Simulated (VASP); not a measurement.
A run of VASP 6.6.1 is set up as follows.

POSCAR

```
TaN
1.0
    0.0000000000      2.1790000000      2.1790000000
    2.1790000000      0.0000000000      2.1790000000
    2.1790000000      2.1790000000      0.0000000000
Ta N
1 1
Direct
    0.5057365764      0.5057365764      0.4942634236
    0.0000000000      0.0000000000      0.0000000000
```

Contents of INCAR.step1:

```
SYSTEM = TaN
  ALGO = Normal
  EDIFF = 1E-5
  ENCUT = 770
  GGA = PE
  GGA_COMPAT = .False.
  ISMEAR = 0
  LASPH = .True.
  LCHARG = .False.
  LREAL = .False.
  LWAVE = .True.
  NBANDS = 16
  NELM = 120
  PREC = Accurate
  SIGMA = 0.15
```

The input INCAR.step2:

```
SYSTEM = TaN
  ALGO = Normal
  EDIFF = 1E-6
  ENCUT = 770
  GGA_COMPAT = .False.
  ISIF = 2
  ISMEAR = 0
  ISTART = 1
  LASPH = .True.
  LCHARG = .False.
  LMIXTAU = .True.
  LREAL = .False.
  LWAVE = .False.
  METAGGA = R2SCAN
  NBANDS = 16
  NELM = 120
  PREC = Accurate
  SIGMA = 0.15
```

KPOINTS

```
k-points
0
Gamma
  18 18 18
  0 0 0
```

Potentials or basis: VASP PAW PBE potentials, release 64 (Ta_sv_GW, N).

Command:

```bash
$ cat potpaw_PBE.64/Ta_sv_GW/POTCAR potpaw_PBE.64/N/POTCAR > POTCAR
$ cp INCAR.step1 INCAR
$ mpirun -np 1 vasp_std > vasp.out
$ cp INCAR.step2 INCAR
$ mpirun -np 1 vasp_std > vasp.out
```

Task: Predict the pressure.

Result: 10.0 GPa.

Task: What does it give for the band gap on the k mesh?

Result: Zero (bands 9 and 10 overlap by 4.23 eV).

Task: What does it give for the largest force?

Result: 0.222 eV/Å.

Stress tensor (GPa, compression positive):
```
 9.85  0.00  0.00
 0.00  9.85  0.00
 0.00  0.00 10.20
```

Caveat: the cell differs from its parent crystal (all Ta atoms moved +0.025 Å, as atom 1 along Cartesian [0 0 1]); the cell stands under pressure; the PAW data sets were made with another functional, which shifts forces and pressure a little; spin-orbit coupling is left out, which moves the levels of the heavy elements.
